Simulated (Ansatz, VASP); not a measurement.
# Mo in VASP and in Ansatz

The input POSCAR:

```
Mo
1.0
   -1.5838089719      1.5838089719      1.5838089719
    1.5838089719     -1.5838089719      1.5838089719
    1.5838089719      1.5838089719     -1.5838089719
Mo
1
Direct
    0.0000000000      0.0000000000      0.0000000000
```

INCAR.step1

```
PREC     = Accurate       # precision mode
ENCUT    = 520            # plane-wave cutoff, eV
ISMEAR   = -1             # smearing method
SIGMA    = 0.05           # smearing width, eV
LREAL    = False          # projectors in reciprocal space
LASPH    = True           # aspherical terms in the spheres
NELM     = 60             # most SCF steps
NBANDS   = 13             # bands
GGA      = PE             # functional
ALGO     = Normal         # electronic algorithm
EDIFF    = 1E-4           # SCF threshold, eV
LWAVE    = True           # write WAVECAR
LCHARG   = False          # write CHGCAR
```

The input INCAR.step2:

```
PREC     = Accurate       # precision mode
ENCUT    = 520            # plane-wave cutoff, eV
EDIFF    = 1E-6           # SCF threshold, eV
ISMEAR   = -1             # smearing method
SIGMA    = 0.05           # smearing width, eV
LREAL    = False          # projectors in reciprocal space
LASPH    = True           # aspherical terms in the spheres
NELM     = 60             # most SCF steps
ALGO     = Normal         # electronic algorithm
ISIF     = 2              # what is computed and relaxed
LWAVE    = False          # write WAVECAR
LCHARG   = False          # write CHGCAR
METAGGA  = R2SCAN         # meta-GGA
LMIXTAU  = True         
NBANDS   = 13             # bands
ISTART   = 1
```

KPOINTS

```
regular mesh
0
Gamma
  7 7 7
```

The input input.yaml:

```yaml
crystal:
  lattice:
    - [-1.5838089719, 1.5838089719, 1.5838089719]
    - [1.5838089719, -1.5838089719, 1.5838089719]
    - [1.5838089719, 1.5838089719, -1.5838089719]
  atoms:
    - { symbol: Mo, position: [0.0, 0.0, 0.0] }
hamiltonian:
  xc: r2scan
  pseudopotentials: { kind: paw }
kpoints:
  mp_grid: { grid: [7, 7, 7] }
  band_path:
    path:
      - [[0.0, 0.0, 0.0], [0.5, -0.5, 0.5], [0.0, 0.0, 0.5], [0.0, 0.0, 0.0], [0.25, 0.25, 0.25], [0.5, -0.5, 0.5]]
      - [[0.25, 0.25, 0.25], [0.0, 0.0, 0.5]]
    npoints: 14
scf:
  occupations: { method: fermi_dirac, width: 0.05 }
  n_extra_bands: 6
output:
  forces: true
  stress: true
  eigenvalues: true
  fatbands: false
```

Alike in both runs: functional r2SCAN; k mesh 7 × 7 × 7; occupations fermi-dirac, width 0.05 eV; no spin polarisation.

|  | VASP | Ansatz |
| --- | --- | --- |
| version | VASP 6.6.1 | Ansatz 0.2.0 |
| potentials or method | VASP PAW PBE potentials, release 64 (Mo_sv) | Ansatz PAW |
| plane-wave cutoff (eV) | 520 | 500 |
| valence electrons in the cell | 14 | 14 |
| task | single point | band structure |

|  | VASP | Ansatz | Ansatz less VASP |
| --- | --- | --- | --- |
| gap on the k mesh at the Fermi level (eV) | none | none | - |
| pressure (GPa) | -2.6 | -3.7 | -1.07 |

VASP's potentials were made for PBE, not for r2SCAN. A gap of «none» marks a metal or a gap that the smearing closes.

The k mesh is coarse, so the values compare programs but aren't converged.
